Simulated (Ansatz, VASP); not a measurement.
**CoSn: VASP beside Ansatz**

```
Co Sn
1.0
     0.00000    2.86384    2.86384
     2.86384    0.00000    2.86384
     2.86384    2.86384    0.00000
Co Sn
1 1
Cartesian
  0.0000 0.0000 0.0000
  1.4319 1.4319 1.4319
```

Alike in both runs: task relaxation of cell and atoms; functional PBE; k mesh 16 × 16 × 16; occupations gaussian, width 0.1 eV; no spin polarisation.

|  | VASP | Ansatz |
| --- | --- | --- |
| version | VASP 6.6.1 | Ansatz 0.2.0 |
| potentials or method | VASP PAW PBE potentials, release 64 (Co, Sn_d), cutoff 600 eV | scalar-relativistic, plane waves, PAW |
| valence electrons in the cell | 23 | 31 |

|  | VASP | Ansatz | Ansatz less VASP |
| --- | --- | --- | --- |
| gap on the k mesh at the Fermi level, each at its own relaxed structure (eV) | none | none | - |
| relaxed volume (Å³/atom) | 23.49 | 23.49 | 0.000 |
| relaxed length of the cell vector where the two differ most in proportion (Å) | 4.050 | 4.050 | 0.0000 |

A gap of «none» marks a metal or a gap that the smearing closes. VASP's potentials hold 23 valence electrons a cell and Ansatz's 31, so a difference there can come from the potentials and not from the codes.

Noted on VASP's run: the relaxation stopped at its first step, so nothing moved.
